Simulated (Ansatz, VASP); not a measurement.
Two plane-wave programs on Yb

```
Yb
1.0
     0.00000    2.51100    2.71263
     2.51100    0.00000    2.71263
     2.51100    2.51100    0.00000
Yb
1
Cartesian
  0.0000 0.0000 0.0000
```

Alike in both runs: task single point; functional PBE; k mesh 16 × 16 × 16; occupations gaussian, width 0.15 eV; no spin polarisation.

```csv
,VASP,Ansatz
version,VASP 6.6.1,Ansatz 0.2.0
potentials or method,"VASP PAW PBE potentials, release 64 (Yb), cutoff 520 eV","scalar-relativistic, plane waves, PAW"
valence electrons in the cell,24,24
```

|  | VASP | Ansatz | Ansatz less VASP |
| --- | --- | --- | --- |
| gap on the k mesh at the Fermi level (eV) | none | none | - |
| pressure (GPa) | 1.9 | 0.8 | -1.15 |
| traceless stress, the component that is largest in VASP (GPa) | -0.70 | -0.65 | +0.048 |

A gap of «none» marks a metal or a gap that the smearing closes.

Neither program's run includes spin-orbit coupling.
